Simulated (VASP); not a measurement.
Wanted: the native input for a VASP 6.6.1 run.

```yaml
Task: single point
Functional: PBEsol
Potentials_or_basis: VASP PAW PBE potentials, release 64 (Hf_pv, O)
Cutoff: 600 eV
k_mesh: 6 × 6 × 6
Occupations: gaussian, width 0.05 eV
Spin: no spin polarisation
Dipole_correction: no
Further_INCAR_settings: ALGO = Normal; EDIFF = 1e-06; NBANDS = 31
```

The structure of HfO2 lies in POSCAR:

```
HfO2
1.0
    0.0000000000     -2.5220673945     -2.5220673945
    0.0000000000      2.5220673945     -2.5220673945
    5.0441347890      0.0000000000      0.0000000000
Hf O
2 4
Direct
    0.0000000000      0.0000000000      0.0000000000
    0.5000000000      0.5000000000      0.5000000000
    0.0000000000      0.5000000000      0.7019441866
    0.5000000000      0.0000000000      0.2980558134
    0.0000000000      0.5000000000      0.2019441866
    0.5000000000      0.0000000000      0.7980558134
```

The input as run:

INCAR

```
  PREC = Accurate
  ENCUT = 600
  EDIFF = 1E-6
  ISMEAR = 0
  SIGMA = 0.05
  LREAL = False
  LASPH = True
  NELM = 120
  ALGO = Normal
  ISIF = 2
  LWAVE = False
  LCHARG = False
  GGA = PS
  NBANDS = 31
  GGA_COMPAT = False
```

KPOINTS

```
Automatic mesh
0
Gamma
  6 6 6
```

Potentials or basis: VASP PAW PBE potentials, release 64 (Hf_pv, O).

Command:

```sh
$ cat potpaw_PBE.64/Hf_pv/POTCAR potpaw_PBE.64/O/POTCAR > POTCAR
$ mpirun -np 1 vasp_std > vasp.out
```

Results of the run:

```
Pressure               : 1.9 GPa
Largest force          : 0.118 eV/Å
Band gap on the k mesh : 4.38 eV (least direct gap 4.45 eV)
```

Caveat: the PAW data sets were made with another functional, which shifts forces and pressure a little; spin-orbit coupling is left out, which moves the levels of the heavy elements.

Wall time 92 s on 1 thread of AMD EPYC 7R43 64-Core Processor (Zen 3), with other jobs on the host, peak memory 0.18 GiB.
